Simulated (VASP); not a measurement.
A run of VASP 6.6.1 is set up as follows.

INCAR

```
ALGO = Normal ; EDIFF = 1E-6
ENCUT = 500 ; GGA = CA
GGA_COMPAT = F ; ISIF = 2
ISMEAR = 0 ; LASPH = T
LCHARG = F ; LREAL = F
LWAVE = F ; NBANDS = 12
NELM = 120 ; PREC = Accurate
SIGMA = 0.1
```

File KPOINTS:

```
k-points
0
Gamma
  8 8 8
```

POSCAR

```
V
1.0
   -1.4750000000      1.4750000000      1.4750000000
    1.4750000000     -1.4750000000      1.4750000000
    1.4750000000      1.4750000000     -1.4750000000
V
1
Direct
    0.0000000000      0.0000000000      0.0000000000
```

Potentials or basis: VASP PAW LDA potentials, release 64 (V_sv).

Launch:

```sh
$ cat potpaw_LDA.64/V_sv/POTCAR > POTCAR
$ mpirun -np 1 vasp_std > vasp.out
```

Q: Estimate the band gap on the k mesh.

A: Zero (an odd number of electrons rules out a gap without spin polarisation).

Q: Predict the pressure.

A: -5.8 GPa.

Caveat: the k points lie up to 0.38 Å⁻¹ apart, too coarse for converged energies and pressures of a metal.
